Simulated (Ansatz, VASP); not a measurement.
MnCoC4N4: VASP beside Ansatz

```
Mn Co C N
1.0
     5.93859    0.00000    0.00000
     0.00000    5.93859    0.00000
     0.00000    0.00000    5.93859
Mn Co C N
1 1 4 4
Direct
  0.00000 0.00000 0.00000
  0.50000 0.50000 0.50000
  0.20046 0.20046 0.20046
  0.20046 0.79954 0.79954
  0.79954 0.20046 0.79954
  0.79954 0.79954 0.20046
  0.31427 0.31427 0.31427
  0.31427 0.68573 0.68573
  0.68573 0.31427 0.68573
  0.68573 0.68573 0.31427
```

Alike in both runs: functional PBE; k mesh 6 × 6 × 6; occupations gaussian, width 0.02 eV; collinear spin.

Ansatz relaxed the structure, and its values are those at the end. VASP's run is a single point on that final structure, the one shown.

|  | VASP | Ansatz |
| --- | --- | --- |
| version | VASP 6.6.1 | Ansatz 0.2.0 |
| potentials or method | VASP PAW PBE potentials, release 64 (Mn_pv, Co, C, N), cutoff 600 eV | scalar-relativistic, plane waves, PAW |
| valence electrons in the cell | 58 | 68 |

|  | VASP | Ansatz | Ansatz less VASP |
| --- | --- | --- | --- |
| pressure (GPa) | -1.0 | 0.0 | +0.94 |
| rms of the force components (eV/Å) | 0.586 | 0.001 | -0.5845 |
| net moment per atom (μB) | 0.47 | 0.20 | -0.267 |
| size of the moment on the site where the two differ most (μB) | 0.16 | 2.17 | +2.016 |

The net moments are unlike, so the other rows may belong to different states. Site moments also hang on the region over which each program counts them. VASP's potentials hold 58 valence electrons a cell and Ansatz's 68, so a difference there can come from the potentials and not from the codes. Ansatz's warnings: seeded moment not kept.

Noted on VASP's run: the standard files for N, O and F lose accuracy on very short bonds.
